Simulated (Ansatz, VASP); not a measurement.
**Two plane-wave programs on GdO**

File INCAR:

```
  PREC = Accurate
  ENCUT = 520
  EDIFF = 1E-6
  ISMEAR = 0
  SIGMA = 0.05
  LREAL = False
  LASPH = True
  NELM = 150
  ALGO = Normal
  ISIF = 2
  LWAVE = False
  LCHARG = True
  ISPIN = 2
  MAGMOM = 7 0
  LORBIT = 11
  LMAXMIX = 6
  LDAU = True
  LDAUTYPE = 2
  LDAUL = 3 -1
  LDAUU = 6 0
  LDAUJ = 0 0
  LDAUPRINT = 1
  GGA = PE
  LELF = True
  LVHAR = True
  NBANDS = 23
```

Contents of KPOINTS:

```
Automatic mesh
0
Gamma
  6 6 6
```

The input POSCAR:

```
GdO
1.0
    0.0000000000      2.7089702674      2.7089702674
    2.7089702674      0.0000000000      2.7089702674
    2.7089702674      2.7089702674      0.0000000000
Gd O
1 1
Direct
    0.0000000000      0.0000000000      0.0000000000
    0.2500000000      0.2500000000      0.2500000000
```

Input for Ansatz:

```yaml
crystal:
  lattice:
    - [0.0, 2.7089702674, 2.7089702674]
    - [2.7089702674, 0.0, 2.7089702674]
    - [2.7089702674, 2.7089702674, 0.0]
  atoms:
    - { symbol: Gd, position: [0.0, 0.0, 0.0], spin: 7.0 }
    - { symbol: O, position: [0.25, 0.25, 0.25] }
basis:
  ecutwfc: 420
  ecutrho_ratio: 4
kpoints:
  mp_grid: { grid: [6, 6, 6] }
hamiltonian:
  xc: pbe
  hubbard: { sites: [{ species: Gd, l: f, u_eff: 6.0 }] }
scf:
  occupations: { method: gaussian, width: 0.05 }
  lower_state_search: "off"
output:
  forces: true
  stress: true
  eigenvalues: true
  populations: true
  hubbard: { sites: [{ species: Gd, l: f }] }
magnetization:
  spin_polarized: true
checkpoint:
  read: start.run
  write: ck
  compress: false
  write_wavefunctions: false
  write_every: 100000
```

Alike in both runs: task single point; functional PBE; k mesh 6 × 6 × 6; occupations gaussian, width 0.05 eV; collinear spin; Hubbard terms Gd f U = 6.0 eV.

```csv
,VASP,Ansatz
version,VASP 6.6.1,Ansatz 0.2.0
potentials or method,"VASP PAW PBE potentials, release 64 (Gd, O), cutoff 520 eV","scalar-relativistic, plane waves, PAW"
valence electrons in the cell,24,24
```

|  | VASP | Ansatz | Ansatz less VASP |
| --- | --- | --- | --- |
| gap on the k mesh at the Fermi level (eV) | none | none | - |
| pressure (GPa) | -1.0 | -1.1 | -0.06 |
| net moment per atom (μB) | 3.96 | 3.96 | 0.000 |
| size of the moment on the site where the two differ most (μB) | 7.06 | 7.02 | -0.046 |

Site moments also hang on the region over which each program counts them. The programs project onto different local orbitals, so the same U acts differently, and such runs can settle in different states. A gap of «none» marks a metal or a gap that the smearing closes. Ansatz's warnings: filled band counts differ across k points.

Neither program's run includes spin-orbit coupling.
